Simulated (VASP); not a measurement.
# Ti3Al (P-6m2) in VASP: a series of runs

The runs below take Ti3Al through single point, with LDA.

All numbers are computed with VASP 6.6.1; they aren't measurements. Logs are shortened: lines on timing, memory, paths and dates and some standing lists are left out, and cuts for length are marked.

**1. The cell of the first run**

Symmetry: P-6m2, No. 187, hexagonal system. Conventional cell: a = 2.772 Å, b = 2.772 Å, c = 8.771 Å, α = 90.00°, β = 90.00°, γ = 120.00°. Within 3.6 Å of Ti (site symmetry -6m2) lie 12 Ti at 2.70 to 2.77 Å. Within 3.6 Å of Ti (site symmetry 3m) lie 9 Ti at 2.70 to 2.77 Å and 3 Al at 2.73 Å. Within 3.6 Å of Al (site symmetry -6m2) lie 6 Ti at 2.73 Å and 6 Al at 2.77 Å.

**2. Single point, LDA, collinear spin (14.60 Å³/atom)**

File INCAR:

```
ALGO = Fast
EDIFF = 1E-6
ENCUT = 520
ISIF = 2
ISMEAR = 0
ISPIN = 2
LASPH = True
LCHARG = True
LELF = True
LMAXMIX = 4
LORBIT = 11
LREAL = False
LVHAR = True
LWAVE = False
MAGMOM = 0.667 0.667 0.667 0
NBANDS = 32
NELM = 150
NUPDOWN = 2.0
PREC = Accurate
SIGMA = 0.15
```

File KPOINTS:

```
k-points
0
Gamma
  18 18 6
```

File POSCAR:

```
Ti3Al
1.0
    2.7723817465      0.0000000000      0.0000000000
   -1.3861908733      2.4009530215      0.0000000000
    0.0000000000      0.0000000000      8.7711624128
Ti Al
3 1
Direct
    0.6666666667      0.3333333333      0.0000000000
    0.3333333333      0.6666666667      0.7515223655
    0.3333333333      0.6666666667      0.2484776345
    0.6666666667      0.3333333333      0.5000000000
```

Potentials or basis: VASP PAW LDA potentials, release 64 (Ti_sv, Al).

Command:

```
$ cat potpaw_LDA.64/Ti_sv/POTCAR potpaw_LDA.64/Al/POTCAR > POTCAR
$ mpirun -np 1 vasp_std > vasp.out
```

OUTCAR:

```text
EDIFF = 1E-6
   ENCUT = 520
   ISIF = 2
   ISMEAR = 0
   ISPIN = 2
   LASPH = True
   LORBIT = 11
   LREAL = False
   NELM = 150
   NUPDOWN = 2.0
   PREC = Accurate

 ion  position               nearest neighbor table
   1  0.667  0.333  0.000-   2 2.70   3 2.70   2 2.70   3 2.70   2 2.70   3 2.70
   2  0.333  0.667  0.752-   1 2.70   1 2.70   1 2.70   4 2.73   4 2.73   4 2.73
   3  0.333  0.667  0.248-   1 2.70   1 2.70   1 2.70   4 2.73   4 2.73   4 2.73
   4  0.667  0.333  0.500-   2 2.73   3 2.73   2 2.73   3 2.73   2 2.73   3 2.73

  LATTYP: Found a hexagonal cell.
 ALAT       =     2.7723817465
 C/A-ratio  =     3.1637643062

  Lattice vectors:

 A1 = (   2.7723817465,   0.0000000000,   0.0000000000)
 A2 = (  -1.3861908733,   2.4009530215,   0.0000000000)
 A3 = (   0.0000000000,   0.0000000000,   8.7711624128)

Analysis of symmetry for initial positions (statically):
=====================================================================
 Subroutine PRICEL returns:
 Original cell was already a primitive cell.

 Routine SETGRP: Setting up the symmetry group for a
 hexagonal supercell.

 Subroutine GETGRP returns: Found 12 space group operations
 (whereof 12 operations were pure point group operations)
 out of a pool of 24 trial point group operations.

The static configuration has the point symmetry D_3h.

Analysis of symmetry for dynamics (positions and initial velocities):
=====================================================================
 Subroutine PRICEL returns:
 Original cell was already a primitive cell.

 Routine SETGRP: Setting up the symmetry group for a
 hexagonal supercell.

 Subroutine GETGRP returns: Found 12 space group operations
 (whereof 12 operations were pure point group operations)
 out of a pool of 24 trial point group operations.

The dynamic configuration has the point symmetry D_3h.

Analysis of structural, dynamic, and magnetic symmetry:
=====================================================================
 Subroutine PRICEL returns:
 Original cell was already a primitive cell.

 Routine SETGRP: Setting up the symmetry group for a
 hexagonal supercell.

 Subroutine GETGRP returns: Found 12 space group operations
 (whereof 12 operations were pure point group operations)
 out of a pool of 24 trial point group operations.

The overall configuration has the point symmetry D_3h.

 Subroutine INISYM returns: Found 12 space group operations
 (whereof 12 operations are pure point group operations),
 and found     1 'primitive' translations

----------------------------------------------------------------------------------------

                                     Primitive cell

  volume of cell :      58.3840

  direct lattice vectors                    reciprocal lattice vectors
     2.772381746  0.000000000  0.000000000     0.360700687  0.208250639  0.000000000
    -1.386190873  2.400953021  0.000000000     0.000000000  0.416501277  0.000000000
     0.000000000  0.000000000  8.771162413     0.000000000  0.000000000  0.114009974

  length of vectors
     2.772381746  2.772381747  8.771162413     0.416501277  0.416501277  0.114009974

  position of ions in fractional coordinates (direct lattice)
     0.666666667  0.333333333  0.000000000
     0.333333333  0.666666667  0.751522366
     0.333333333  0.666666667  0.248477634
     0.666666667  0.333333333  0.500000000

  ion indices of the primitive-cell ions
   primitive index   ion index
                 1           1
                 2           2
                 3           3
                 4           4

----------------------------------------------------------------------------------------

 KPOINTS: k-points

Automatic generation of k-mesh.
 Grid dimensions read from file:
 generate k-points for:   18   18    6

 Generating k-lattice:

  Cartesian coordinates                     Fractional coordinates (reciprocal lattice)
     0.020038927  0.011569480  0.000000000     0.055555556  0.000000000  0.000000000
     0.000000000  0.023138960  0.000000000     0.000000000  0.055555556  0.000000000
     0.000000000  0.000000000  0.019001662     0.000000000  0.000000000  0.166666667

  Length of vectors
     0.023138960  0.023138960  0.019001662

  Shift w.r.t. Gamma in fractional coordinates (k-lattice)
     0.000000000  0.000000000  0.000000000

 Subroutine IBZKPT returns following result:
 ===========================================

 Found    148 irreducible k-points:

 Following reciprocal coordinates:
            Coordinates               Weight
  0.000000  0.000000  0.000000      1.000000
  0.055556 -0.000000  0.000000      6.000000
  0.111111 -0.000000  0.000000      6.000000
  0.166667 -0.000000  0.000000      6.000000
  0.222222  0.000000  0.000000      6.000000
  0.277778 -0.000000  0.000000      6.000000
[... 16 lines left out ...]
  0.333333  0.111111  0.000000     12.000000
  0.388889  0.111111  0.000000     12.000000
 [... further k-points ...]
   k-points           NKPTS =    148   k-points in BZ     NKDIM =    148   number of bands    NBANDS=     32
   number of dos      NEDOS =    301   number of ions     NIONS =      4
   total plane-waves  NPLWV =  40320
   dimension x,y,z NGX =    24 NGY =   24 NGZ =   70
   dimension x,y,z NGXF=    48 NGYF=   48 NGZF=  140
   ions per type =               3   1
   NGX,Y,Z   is equivalent  to a cutoff of  14.39, 14.39, 13.27 a.u.
   NGXF,Y,Z  is equivalent  to a cutoff of  28.78, 28.78, 26.54 a.u.
 SYSTEM =  unknown system
   PREC   = accura    normal or accurate (medium, high low for compatibility)
   ISTART =      0    job   : 0-new  1-cont  2-samecut
   ICHARG =      2    charge: 1-file 2-atom 10-const
   ISPIN  =      2    spin polarized calculation?
   LNONCOLLINEAR =      F non collinear calculations
   LSORBIT =      F    spin-orbit coupling
   LASPH  =      T    aspherical Exc in radial PAW
   ENCUT  =  520.0 eV  38.22 Ry    6.18 a.u.   5.15  5.15 16.31*2*pi/ulx,y,z
   NELM   =    150;   NELMIN=  2; NELMDL= -5     # of ELM steps
   EDIFF  = 0.1E-05   stopping-criterion for ELM
   LREAL  =      F    real-space projection
   EDIFFG = 0.1E-04   stopping-criterion for IOM
   NSW    =      0    number of steps for IOM
   IBRION =     -1    ionic relax: 0-MD 1-quasi-New 2-CG
   NFREE  =      0    steps in history (QN), initial steepest desc. (CG)
   ISIF   =      2    stress and relaxation
   ISYM   =      2    0-nonsym 1-usesym 2-fastsym
   POTIM  = 0.5000    time-step for ionic-motion
   TEBEG  =    0.0;   TEEND  =   0.0 temperature during run
   PSTRESS=    0.0 pullay stress
   NELECT =      39.0000    total number of electrons
   NUPDOWN=       2.0000    fix difference up-down
   EMIN   =  10.00;   EMAX   =-10.00  energy-range for DOS
   EFERMI =   0.00;   METHOD = LEGACY
   ISMEAR =     0;   SIGMA  =   0.15  broadening in eV -4-tet -1-fermi 0-gaus
   EFERMI_NEDOS =   21; number of points for ismear=-14 and -15
   IALGO  =     68    algorithm
   IMIX   =      4    mixing-type and parameters
     AMIX     =   0.40;   BMIX     =  1.00
     AMIX_MAG =   1.60;   BMIX_MAG =  1.00
  volume/ion in A,a.u.               =      14.60        98.50
  Fermi-wavevector in a.u.,A,eV,Ry     =   1.431084  2.704356 27.864746  2.048001
  Thomas-Fermi vector in A             =   2.550859
   LORBIT       =     11    0 simple, 1 ext, 2 COOP (PROOUT), +10 PAW based schemes
   GGA     = CA    functional components
   LHFCALC =     F    Hartree Fock is set to
   AEXX    =    0.0000 exact exchange contribution
   IVDW    =     0    specifies the selected vdW correction
   LEPSILON=     F    determine dielectric tensor
   LRPA    =     F    only Hartree local field effects (RPA)
 spin polarized calculation
 RMM-DIIS sequential band-by-band and
 Gauss-broadening in eV      SIGMA  =   0.15
  energy-cutoff  :      520.00
  volume of cell :       58.38
 maximum number of plane-waves:      1592
 NGX is ok and might be reduce to    24
   NGX = 11   NGY = 11   NGZ = 33

 number of electron      38.9999991 magnetization       2.0000000

 Free energy of the ion-electron system (eV)
  ---------------------------------------------------
  ext. energy  EPLUGINS =         0.00000000
  ---------------------------------------------------
  free energy    TOTEN  =       -29.82870009 eV

  energy without entropy =      -29.78238091  energy(sigma->0) =      -29.80554050

 E-fermi :   9.2686     XC(G=0): -12.1791

 val. band max:        9.8767142051   @ k =   0.0556  -0.0000   0.5000
 cond. band min:       9.2692986946   @ k =   0.3889   0.2222   0.3333
 fundamental gap:     -0.6074155106
 Fermi energy:         9.8791030954

 spin component 1

 k-point     1 :       0.0000    0.0000    0.0000
  band No.  band energies     occupation
      1     -46.3537      1.00000
      2     -46.2574      1.00000
      3     -46.1401      1.00000
      4     -23.4202      1.00000
      5     -22.9997      1.00000
      6     -22.4969      1.00000
[... 805 lines left out ...]
     30      14.3276      0.00000
     31      14.9647      0.00000

 [... further k-points ...]

 spin component 2

 k-point     1 :       0.0000    0.0000    0.0000
  band No.  band energies     occupation
      1     -45.9970      1.00000
      2     -45.8835      1.00000
      3     -45.7844      1.00000
      4     -23.0607      1.00000
      5     -22.6256      1.00000
      6     -22.1429      1.00000
[... 805 lines left out ...]
     30      14.7055      0.00000
     31      15.3190      0.00000

 [... further k-points ...]

 [bands above 31 left out]

------------------------ aborting loop because EDIFF is reached ----------------------------------------

  FORCE on cell =-STRESS in cart. coord.  units (eV):
  Direction    XX          YY          ZZ          XY          YZ          ZX
  --------------------------------------------------------------------------------------
  -------------------------------------------------------------------------------------
  Total        4.5014051      4.5014051      6.2032798     -0.0000000      0.0000000      0.0000000
  in kB      123.5278369    123.5278369    170.2307869     -0.0000000      0.0000000      0.0000000
  external PRESSURE =     139.0954869 kB  Pullay stress =       0.0000000 kB

 VOLUME and BASIS-vectors are now :
 -----------------------------------------------------------------------------
  energy-cutoff  :      520.00
  volume of cell :       58.38
      direct lattice vectors                 reciprocal lattice vectors
     2.772381746  0.000000000  0.000000000     0.360700687  0.208250639  0.000000000
    -1.386190873  2.400953021  0.000000000     0.000000000  0.416501277  0.000000000
     0.000000000  0.000000000  8.771162413     0.000000000  0.000000000  0.114009974

 POSITION                                       TOTAL-FORCE (eV/Angst)
 -----------------------------------------------------------------------------------
      1.38619      0.80032      0.00000        -0.000000     -0.000000      0.000000
     -0.00000      1.60064      6.59172        -0.000000      0.000000     -0.259989
     -0.00000      1.60064      2.17944         0.000000     -0.000000      0.259989
      1.38619      0.80032      4.38558         0.000000     -0.000000      0.000000
 -----------------------------------------------------------------------------------
    total drift:                                0.000000     -0.000000     -0.000000

  FREE ENERGIE OF THE ION-ELECTRON SYSTEM (eV)
  ---------------------------------------------------
  free  energy   TOTEN  =       -29.8287000928 eV

  energy  without entropy=      -29.7823809103  energy(sigma->0) =      -29.80554050

 total charge

# of ion       s       p       d       tot
------------------------------------------
    1        2.294   6.150   2.086  10.530
    2        2.268   6.160   2.057  10.485
    3        2.268   6.160   2.057  10.485
    4        0.450   0.426   0.000   0.877
--------------------------------------------------
tot          7.282  18.896   6.201  32.378

 magnetization (x)

# of ion       s       p       d       tot
------------------------------------------
    1        0.004   0.049   0.370   0.423
    2        0.007   0.044   0.413   0.464
    3        0.007   0.044   0.413   0.464
    4        0.007   0.030   0.000   0.037
--------------------------------------------------
tot          0.025   0.166   1.197   1.388
```

Wall time 13 min (1 thread of Intel Xeon 6975P-C (Granite Rapids), shared host); peak memory 0.46 GiB.

Results:

```
Free energy                                           : -29.8287 eV
Pressure                                              : 13.9 GPa
Largest force                                         : 0.260 eV/Å
Net moment                                            : 2.00 μB per cell
Site moments                                          : Ti +0.42, +0.46 (each value once); Al +0.04 μB
Valence electrons inside the program's atomic spheres : Ti 10.53, 10.48 (each value once); Al 0.88
```

Forces on the atoms (eV/Å):
```
Ti   0.000  0.000  0.000
Ti   0.000  0.000 -0.260
Ti   0.000  0.000  0.260
Al   0.000  0.000  0.000
```

Caveat: the cell stands under pressure; the total moment is fixed, so each spin has its own Fermi level and the state may be an excited one.

**3. Single point, LDA, collinear spin (16.04 Å³/atom)**

This run uses another cell than the first one, of 16.04 Å³/atom.

File INCAR:

```
ALGO = Normal
EDIFF = 1E-6
ENCUT = 520
GGA = CA
ISIF = 2
ISMEAR = 0
ISPIN = 2
LASPH = T
LCHARG = T
LELF = T
LMAXMIX = 4
LORBIT = 11
LREAL = F
LVHAR = T
LWAVE = F
MAGMOM = 0.5 0.5 0.5 0
NBANDS = 32
NELM = 150
NUPDOWN = 1.5
PREC = Accurate
SIGMA = 0.15
```

KPOINTS is that of step 2.

File POSCAR:

```
Ti3Al
1.0
    2.8609400878      0.0000000000      0.0000000000
   -1.4304700439      2.4776467948      0.0000000000
    0.0000000000      0.0000000000      9.0513401320
Ti Al
3 1
Direct
    0.6666666667      0.3333333333      0.0000000000
    0.3333333333      0.6666666667      0.7515223655
    0.3333333333      0.6666666667      0.2484776345
    0.6666666667      0.3333333333      0.5000000000
```

Potentials or basis: VASP PAW LDA potentials, release 64 (Ti_sv, Al).

Command:

```
$ cat potpaw_LDA.64/Ti_sv/POTCAR potpaw_LDA.64/Al/POTCAR > POTCAR
$ mpirun -np 1 vasp_std > vasp.out
```

It took 21 min on 1 thread of Oxide Virtual Turin-like, shared host; peak memory 0.45 GiB.

It converged, with:

| Quantity | Value |
| --- | --- |
| Free energy | -30.1960 eV |
| Pressure | 0.2 GPa |
| Largest force | 0.115 eV/Å |
| Net moment | 1.50 μB per cell |
| Site moments | Ti +0.29, +0.35 (each value once); Al +0.03 μB |
| Valence electrons inside the program's atomic spheres | Ti 10.38, 10.35 (each value once); Al 0.83 |

Forces in eV/Å, atoms in the order of the input:
```
Ti   0.000  0.000  0.000
Ti   0.000  0.000 -0.115
Ti   0.000  0.000  0.115
Al   0.000  0.000  0.000
```

Stress tensor (GPa, compression positive):
```
-0.35  0.00  0.00
 0.00 -0.35  0.00
 0.00  0.00  1.42
```

Caveat: the total moment is fixed, so each spin has its own Fermi level and the state may be an excited one.
